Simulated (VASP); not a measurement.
# GdN (P6_3mc) in VASP: single point with PBE

Aim: the single point of GdN with PBE.

Program: VASP 6.6.1. These are calculated values, not measurements. Logs are shortened: lines on timing, memory, paths and dates and some standing lists are left out, and cuts for length are marked.

## 1. The cell of the first run

Symmetry: P6_3mc, No. 186, hexagonal system. The conventional cell has a = 4.063 Å, b = 4.063 Å, c = 5.066 Å, α = 90.00°, β = 90.00°, γ = 120.00°. Within 3.1 Å of Gd (site symmetry 3m) lie 5 N at 2.35 to 2.66 Å. N (site symmetry 3m) has 5 Gd at 2.35 to 2.66 Å within 3.1 Å.

## 2. Single point, PBE, collinear spin, ferromagnetic start

File INCAR:

```
SYSTEM = GdN
PREC = Accurate
ENCUT = 800
EDIFF = 1E-6
ISMEAR = 0
SIGMA = 0.05
LREAL = .False.
LASPH = .True.
NELM = 300
ALGO = All
ISIF = 2
LWAVE = .False.
LCHARG = .True.
ISPIN = 2
MAGMOM = 0.2 0.2 0.2 0.2
LORBIT = 11
LMAXMIX = 6
GGA = PE
LVHAR = .True.
NBANDS = 35
GGA_COMPAT = .False.
ISEARCH = 1
KPAR = 4
```

File KPOINTS:

```
regular mesh
0
Gamma
  10 10 8
  0 0 0
```

File POSCAR:

```
GdN
1.0
    4.0626592880      0.0000000000      0.0000000000
   -2.0313296440      3.5183661503      0.0000000000
    0.0000000000      0.0000000000      5.0658774164
Gd N
2 2
Direct
    0.6666666667      0.3333333333      0.0497796170
    0.3333333333      0.6666666667      0.5497796170
    0.6666666667      0.3333333333      0.5754203830
    0.3333333333      0.6666666667      0.0754203830
```

Potentials or basis: VASP PAW PBE potentials, release 64 (Gd, N).

The run is started by

```sh
cat potpaw_PBE.64/Gd/POTCAR potpaw_PBE.64/N/POTCAR > POTCAR
mpirun -np 4 vasp_std > vasp.out
```

OUTCAR:

```text
SYSTEM = GdN
   PREC = Accurate
   ENCUT = 800
   EDIFF = 1E-6
   ISMEAR = 0
   LREAL = .False.
   LASPH = .True.
   NELM = 300
   ISIF = 2
   ISPIN = 2
   LORBIT = 11
   GGA = PE

 ion  position               nearest neighbor table
   1  0.667  0.333  0.050-   4 2.35   4 2.35   4 2.35   3 2.40   3 2.66   2 3.45   2 3.45   2 3.45
                             2 3.45   2 3.45   2 3.45
   2  0.333  0.667  0.550-   3 2.35   3 2.35   3 2.35   4 2.40   4 2.66   1 3.45   1 3.45   1 3.45
                             1 3.45   1 3.45   1 3.45
   3  0.667  0.333  0.575-   2 2.35   2 2.35   2 2.35   1 2.40   1 2.66
   4  0.333  0.667  0.075-   1 2.35   1 2.35   1 2.35   2 2.40   2 2.66

  LATTYP: Found a hexagonal cell.
 ALAT       =     4.0626592880
 C/A-ratio  =     1.2469363186

  Lattice vectors:

 A1 = (   4.0626592880,   0.0000000000,   0.0000000000)
 A2 = (  -2.0313296440,   3.5183661503,   0.0000000000)
 A3 = (   0.0000000000,   0.0000000000,   5.0658774164)

Analysis of symmetry for initial positions (statically):
=====================================================================
 Subroutine PRICEL returns:
 Original cell was already a primitive cell.

 Routine SETGRP: Setting up the symmetry group for a
 hexagonal supercell.

 Subroutine GETGRP returns: Found 12 space group operations
 (whereof  6 operations were pure point group operations)
 out of a pool of 24 trial point group operations.

The static configuration has the point symmetry C_3v.
 The point group associated with its full space group is C_6v.

Analysis of symmetry for dynamics (positions and initial velocities):
=====================================================================
 Subroutine PRICEL returns:
 Original cell was already a primitive cell.

 Routine SETGRP: Setting up the symmetry group for a
 hexagonal supercell.

 Subroutine GETGRP returns: Found 12 space group operations
 (whereof  6 operations were pure point group operations)
 out of a pool of 24 trial point group operations.

The dynamic configuration has the point symmetry C_3v.
 The point group associated with its full space group is C_6v.

Analysis of structural, dynamic, and magnetic symmetry:
=====================================================================
 Subroutine PRICEL returns:
 Original cell was already a primitive cell.

 Routine SETGRP: Setting up the symmetry group for a
 hexagonal supercell.

 Subroutine GETGRP returns: Found 12 space group operations
 (whereof  6 operations were pure point group operations)
 out of a pool of 24 trial point group operations.

The overall configuration has the point symmetry C_3v.
 The point group associated with its full space group is C_6v.

 Subroutine INISYM returns: Found 12 space group operations
 (whereof  6 operations are pure point group operations),
 and found     1 'primitive' translations

----------------------------------------------------------------------------------------

                                     Primitive cell

  volume of cell :      72.4113

  direct lattice vectors                    reciprocal lattice vectors
     4.062659288  0.000000000  0.000000000     0.246144195  0.142111417  0.000000000
    -2.031329644  3.518366150  0.000000000     0.000000000  0.284222834  0.000000000
     0.000000000  0.000000000  5.065877416     0.000000000  0.000000000  0.197399171

  length of vectors
     4.062659288  4.062659288  5.065877416     0.284222834  0.284222834  0.197399171

  position of ions in fractional coordinates (direct lattice)
     0.666666667  0.333333333  0.049779617
     0.333333333  0.666666667  0.549779617
     0.666666667  0.333333333  0.575420383
     0.333333333  0.666666667  0.075420383

  ion indices of the primitive-cell ions
   primitive index   ion index
                 1           1
                 2           2
                 3           3
                 4           4

----------------------------------------------------------------------------------------

 KPOINTS: regular mesh

Automatic generation of k-mesh.
 Grid dimensions read from file:
 generate k-points for:   10   10    8

 Generating k-lattice:

  Cartesian coordinates                     Fractional coordinates (reciprocal lattice)
     0.024614419  0.014211142  0.000000000     0.100000000 -0.000000000  0.000000000
     0.000000000  0.028422283  0.000000000     0.000000000  0.100000000  0.000000000
     0.000000000  0.000000000  0.024674896     0.000000000  0.000000000  0.125000000

  Length of vectors
     0.028422283  0.028422283  0.024674896

  Shift w.r.t. Gamma in fractional coordinates (k-lattice)
     0.000000000  0.000000000  0.000000000

 Subroutine IBZKPT returns following result:
 ===========================================

 Found     70 irreducible k-points:

 Following reciprocal coordinates:
            Coordinates               Weight
  0.000000  0.000000  0.000000      1.000000
  0.100000 -0.000000  0.000000      6.000000
  0.200000 -0.000000  0.000000      6.000000
  0.300000  0.000000  0.000000      6.000000
  0.400000 -0.000000  0.000000      6.000000
  0.500000  0.000000  0.000000      3.000000
[... 16 lines left out ...]
  0.300000  0.100000  0.125000     24.000000
  0.400000  0.100000  0.125000     24.000000
 [... further k-points ...]
   k-points           NKPTS =     70   k-points in BZ     NKDIM =     70   number of bands    NBANDS=     35
   number of dos      NEDOS =    301   number of ions     NIONS =      4
   total plane-waves  NPLWV =  76800
   dimension x,y,z NGX =    40 NGY =   40 NGZ =   48
   dimension x,y,z NGXF=    80 NGYF=   80 NGZF=   96
   ions per type =               2   2
   NGX,Y,Z   is equivalent  to a cutoff of  16.37, 16.37, 15.75 a.u.
   NGXF,Y,Z  is equivalent  to a cutoff of  32.74, 32.74, 31.50 a.u.
 SYSTEM =  GdN
   PREC   = accura    normal or accurate (medium, high low for compatibility)
   ISTART =      0    job   : 0-new  1-cont  2-samecut
   ICHARG =      2    charge: 1-file 2-atom 10-const
   ISPIN  =      2    spin polarized calculation?
   LNONCOLLINEAR =      F non collinear calculations
   LSORBIT =      F    spin-orbit coupling
   LASPH  =      T    aspherical Exc in radial PAW
   ENCUT  =  800.0 eV  58.80 Ry    7.67 a.u.   9.37  9.37 11.68*2*pi/ulx,y,z
   NELM   =    300;   NELMIN=  2; NELMDL= -5     # of ELM steps
   EDIFF  = 0.1E-05   stopping-criterion for ELM
   LREAL  =      F    real-space projection
   EDIFFG = 0.1E-04   stopping-criterion for IOM
   NSW    =      0    number of steps for IOM
   IBRION =     -1    ionic relax: 0-MD 1-quasi-New 2-CG
   NFREE  =      0    steps in history (QN), initial steepest desc. (CG)
   ISIF   =      2    stress and relaxation
   ISYM   =      2    0-nonsym 1-usesym 2-fastsym
   POTIM  = 0.5000    time-step for ionic-motion
   TEBEG  =    0.0;   TEEND  =   0.0 temperature during run
   PSTRESS=    0.0 pullay stress
   NELECT =      46.0000    total number of electrons
   NUPDOWN=      -1.0000    fix difference up-down
   EMIN   =  10.00;   EMAX   =-10.00  energy-range for DOS
   EFERMI =   0.00;   METHOD = LEGACY
   ISMEAR =     0;   SIGMA  =   0.05  broadening in eV -4-tet -1-fermi 0-gaus
   EFERMI_NEDOS =   21; number of points for ismear=-14 and -15
   IALGO  =     58    algorithm
   IMIX   =      4    mixing-type and parameters
     AMIX     =   0.40;   BMIX     =  1.00
     AMIX_MAG =   1.60;   BMIX_MAG =  1.00
  volume/ion in A,a.u.               =      18.10       122.16
  Fermi-wavevector in a.u.,A,eV,Ry     =   1.407317  2.659444 26.946915  1.980542
  Thomas-Fermi vector in A             =   2.529589
   LORBIT       =     11    0 simple, 1 ext, 2 COOP (PROOUT), +10 PAW based schemes
   GGA     = PE    functional components
   LHFCALC =     F    Hartree Fock is set to
   AEXX    =    0.0000 exact exchange contribution
   IVDW    =     0    specifies the selected vdW correction
   LEPSILON=     F    determine dielectric tensor
   LRPA    =     F    only Hartree local field effects (RPA)
 spin polarized calculation
 Gauss-broadening in eV      SIGMA  =   0.05
  energy-cutoff  :      800.00
  volume of cell :       72.41
 maximum number of plane-waves:      3756
 NGX is ok and might be reduce to    40
   NGX = 19   NGY = 19   NGZ = 23

 number of electron      45.9999999 magnetization       5.3246038

 number of electron      45.9999999 magnetization      13.9999999

 Free energy of the ion-electron system (eV)
  ---------------------------------------------------
  ext. energy  EPLUGINS =         0.00000000
  ---------------------------------------------------
  free energy    TOTEN  =       -46.15123532 eV

  energy without entropy =      -46.15123532  energy(sigma->0) =      -46.15123532

 E-fermi :   3.3253     XC(G=0): -10.5253

 val. band max:        2.9763753002   @ k =   0.0000   0.0000   0.0000
 cond. band min:       3.6491287653   @ k =   0.3000   0.3000   0.0000
 fundamental gap:      0.6727534651
 Fermi energy:         3.3253476989

 spin component 1

 k-point     1 :       0.0000    0.0000    0.0000
  band No.  band energies     occupation
      1     -40.8423      1.00000
      2     -40.7239      1.00000
      3     -18.7238      1.00000
      4     -18.2997      1.00000
      5     -18.2997      1.00000
      6     -18.0269      1.00000
[... 27 lines left out ...]
     34       7.5627      0.00000
     35       8.6361      0.00000

 k-point     2 :       0.1000   -0.0000    0.0000
  band No.  band energies     occupation
      1     -40.8386      1.00000
      2     -40.7254      1.00000
      3     -18.7042      1.00000
      4     -18.3320      1.00000
      5     -18.3128      1.00000
      6     -18.0694      1.00000
[... 27 lines left out ...]
     34       7.9774      0.00000
     35       8.5244      0.00000
[... 796 lines left out ...]
     34       8.3647      0.00000
     35       8.6672      0.00000

 k-point    24 :       0.4000    0.1000    0.1250
  band No.  band energies     occupation
      1     -40.7899      1.00000
      2     -40.7535      1.00000
      3     -18.7000      1.00000
      4     -18.5149      1.00000
      5     -18.4298      1.00000
      6     -18.3031      1.00000
[... 27 lines left out ...]
     34       7.9650      0.00000
     35       8.7833      0.00000

 [... further k-points ...]

 spin component 2

 k-point     1 :       0.0000    0.0000    0.0000
  band No.  band energies     occupation
      1     -37.7423      1.00000
      2     -37.5900      1.00000
      3     -16.6892      1.00000
      4     -16.1568      1.00000
      5     -16.1568      1.00000
      6     -15.8217      1.00000
[... 27 lines left out ...]
     34       8.8069      0.00000
     35       9.6506      0.00000

 k-point     2 :       0.1000   -0.0000    0.0000
  band No.  band energies     occupation
      1     -37.7375      1.00000
      2     -37.5918      1.00000
      3     -16.6659      1.00000
      4     -16.2081      1.00000
      5     -16.1740      1.00000
      6     -15.8897      1.00000
[... 27 lines left out ...]
     34       8.8881      0.00000
     35       9.3463      0.00000
[... 796 lines left out ...]
     34       9.1018      0.00000
     35       9.3915      0.00000

 k-point    24 :       0.4000    0.1000    0.1250
  band No.  band energies     occupation
      1     -37.6735      1.00000
      2     -37.6267      1.00000
      3     -16.7466      1.00000
      4     -16.5293      1.00000
      5     -16.3305      1.00000
      6     -16.1750      1.00000
[... 27 lines left out ...]
     34       8.6099      0.00000
     35       9.4883      0.00000

 [... further k-points ...]

------------------------ aborting loop because EDIFF is reached ----------------------------------------

  FORCE on cell =-STRESS in cart. coord.  units (eV):
  Direction    XX          YY          ZZ          XY          YZ          ZX
  --------------------------------------------------------------------------------------
  -------------------------------------------------------------------------------------
  Total        0.0982314      0.0982314      0.0343128     -0.0000000      0.0000000      0.0000000
  in kB        2.1734747      2.1734747      0.7592069     -0.0000000      0.0000000      0.0000000
  external PRESSURE =       1.7020521 kB  Pullay stress =       0.0000000 kB

 VOLUME and BASIS-vectors are now :
 -----------------------------------------------------------------------------
  energy-cutoff  :      800.00
  volume of cell :       72.41
      direct lattice vectors                 reciprocal lattice vectors
     4.062659288  0.000000000  0.000000000     0.246144195  0.142111417  0.000000000
    -2.031329644  3.518366150  0.000000000     0.000000000  0.284222834  0.000000000
     0.000000000  0.000000000  5.065877416     0.000000000  0.000000000  0.197399171

 POSITION                                       TOTAL-FORCE (eV/Angst)
 -----------------------------------------------------------------------------------
      2.03133      1.17279      0.25218         0.000000      0.000000      0.005975
     -0.00000      2.34558      2.78512        -0.000000     -0.000000      0.005975
      2.03133      1.17279      2.91501        -0.000000      0.000000     -0.005975
     -0.00000      2.34558      0.38207         0.000000     -0.000000     -0.005975
 -----------------------------------------------------------------------------------
    total drift:                                0.000000     -0.000000     -0.000977

  FREE ENERGIE OF THE ION-ELECTRON SYSTEM (eV)
  ---------------------------------------------------
  free  energy   TOTEN  =       -46.1512353237 eV

  energy  without entropy=      -46.1512353237  energy(sigma->0) =      -46.15123532

 total charge

# of ion       s       p       d       f       tot
--------------------------------------------------
    1        2.038   5.652   0.561   7.000  15.251
    2        2.038   5.652   0.561   7.000  15.251
    3        1.251   2.371   0.000   0.000   3.621
    4        1.251   2.371   0.000   0.000   3.621
--------------------------------------------------
tot          6.577  16.045   1.122  14.000  37.745

 magnetization (x)

# of ion       s       p       d       f       tot
--------------------------------------------------
    1       -0.004  -0.081   0.073   6.811   6.799
    2       -0.004  -0.081   0.073   6.811   6.799
    3       -0.007  -0.059   0.000   0.000  -0.066
    4       -0.007  -0.059   0.000   0.000  -0.066
--------------------------------------------------
tot         -0.022  -0.280   0.146  13.622  13.467
```

It took 6.8 min on 4 MPI ranks of AMD EPYC 9R45 (Zen 5), shared host; peak memory 1.2 GiB.

What came out:

```yaml
Free_energy: -46.1512 eV
Pressure: 0.2 GPa
Largest_force: 0.006 eV/Å
Band_gap_on_the_k_mesh: 0.67 eV (least direct gap 0.95 eV)
Net_moment: 14.00 μB per cell
Site_moments: Gd +6.80; N -0.07 μB
Valence_electrons_inside_the_program's_atomic_spheres: Gd 15.25; N 3.62
```

Forces in eV/Å, atoms in the order of the input:
```
Gd   0.000  0.000  0.006
Gd   0.000  0.000  0.006
N    0.000  0.000 -0.006
N    0.000  0.000 -0.006
```

Stress tensor (GPa, compression positive):
```
0.22 0.00 0.00
0.00 0.22 0.00
0.00 0.00 0.08
```

Caveat: spin-orbit coupling is left out, which moves the levels of the heavy elements; semilocal functionals describe open f shells poorly, which spoils levels, moments and volumes. A k mesh can miss the band edges.
